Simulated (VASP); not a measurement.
Runs of VASP 6.6.1 on Al5GaN6 (an interface model). The cell holds layers of an interface, 12 atoms: a = 3.114 Å, b = 3.114 Å, c = 15.318 Å, α = 90.00°, β = 90.00°, γ = 120.00°. 

| level | k mesh | smearing | gap on the mesh (eV) | pressure (GPa) | largest force (eV/Å) |
| --- | --- | --- | --- | --- | --- |
| PBEsol | 3 × 3 × 3 | fermi-dirac 0.05 eV | 2.89 | (b) | (a) |
| PBEsol | 4 × 4 × 1 | fermi-dirac 0.05 eV | 2.93 | -1.1 | 1.54 |
| PBEsol | 4 × 4 × 1 | gaussian 0.01 eV | 2.93 | -1.1 | 1.54 |
| PBE | 4 × 4 × 1 | fermi-dirac 0.05 eV | 2.99 | 2.7 | 1.54 |

Alike in all rows: task single point; potentials or basis VASP PAW PBE potentials, release 64 (Ga_d, Al, N); no spin polarisation; cell as given; cutoff (eV) 520.

Question: Estimate the missing entries.

Answer: (a) 1.50; (b) -0.8.

Caveats: all runs use coarse meshes; the PAW data sets were made with another functional, which shifts forces and pressure a little (some runs).

A k mesh can miss the band edges, and the runs leave out spin-orbit coupling on Ga.
